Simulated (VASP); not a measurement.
Here is a VASP 6.6.1 calculation.

Contents of INCAR:

```
SYSTEM = ZnSe
PREC = Accurate ; ENCUT = 520
EDIFF = 1E-6 ; ISMEAR = 0
SIGMA = 0.02 ; LREAL = .FALSE.
LASPH = .TRUE. ; NELM = 100
ALGO = Normal ; ISIF = 2
LWAVE = .FALSE. ; LCHARG = .FALSE.
GGA = PE ; NBANDS = 26
```

The input KPOINTS:

```
regular mesh
0
G
  9 9 4
  0 0 0
```

File POSCAR:

```
ZnSe
1.0
    3.7694297863      0.0000000000      0.0000000000
   -1.8847148931      3.2644219527      0.0000000000
    0.0000000000      0.0000000000      8.1745640138
Zn Se
2 2
Direct
    0.0000000000      0.0000000000      0.7500000000
    0.0000000000      0.0000000000      0.2500000000
    0.3333333300      0.6666666700      0.2500000000
    0.6666666700      0.3333333300      0.7500000000
```

Potentials or basis: VASP PAW PBE potentials, release 64 (Zn, Se).

Launch:

```bash
$ cat potpaw_PBE.64/Zn/POTCAR potpaw_PBE.64/Se/POTCAR > POTCAR
$ mpirun -np 1 vasp_std > vasp.out
```

Task: Estimate the pressure.

Result: 17.4 GPa.

Task: What does it give for the band gap on the k mesh?

Result: 2.24 eV, direct.

Stress tensor (GPa, compression positive):
```
25.84  0.00  0.00
 0.00 25.84  0.00
 0.00  0.00  0.56
```

Caveat: the cell differs from its parent crystal (O replaced by Se, lengths x 1.172, strained). A k mesh can miss the band edges.
